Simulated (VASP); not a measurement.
A run of VASP 6.6.1 is set up as follows.

Contents of INCAR:

```
PREC = Accurate ; ENCUT = 600
EDIFF = 1E-6 ; ISMEAR = -1
SIGMA = 0.05 ; LREAL = False
LASPH = True ; NELM = 60
ALGO = Normal ; ISIF = 3
LWAVE = False ; LCHARG = False
GGA = PE ; IBRION = 2
NSW = 60 ; EDIFFG = -0.005
PSTRESS = 540.0
```

KPOINTS

```
regular mesh
0
Gamma
  18 18 10
```

POSCAR

```
Zn
1.0
    2.4948737242      0.0000000000      0.0000000000
   -1.2474368621      2.1606240244      0.0000000000
    0.0000000000      0.0000000000      4.0416954333
Zn
2
Direct
    0.3333333333      0.6666666667      0.2500000000
    0.6666666667      0.3333333333      0.7500000000
```

Potentials or basis: VASP PAW PBE potentials, release 64 (Zn).

Launch:

```console
$ cat potpaw_PBE.64/Zn/POTCAR > POTCAR
$ mpirun -np 1 vasp_std > vasp.out
```

Problem. Estimate the relaxed cell.

Solution. a = 2.480 Å, b = 2.480 Å, c = 4.079 Å, α = 90.00°, β = 90.00°, γ = 120.00°.

Problem. What does it give for the relaxed volume?

Solution. 10.86 Å³/atom.

Problem. Predict the space group after relaxing (to 0.1 Å).

Solution. P6_3/mmc (No. 194).

Problem. What does it give for the band gap on the k mesh?

Solution. Zero (bands 12 and 13 overlap by 2.81 eV).

Final structure:
```xyz
2
Lattice="2.4801 0.0000 0.0000 -1.2401 2.1479 0.0000 0.0000 0.0000 4.0789" Properties=species:S:1:pos:R:3 pbc="T T T"
Zn    0.0000    1.4319    1.0197
Zn    1.2401    0.7160    3.0591
```

Caveat: the cell is relaxed towards a set pressure, so the run minimises the enthalpy, not the energy.
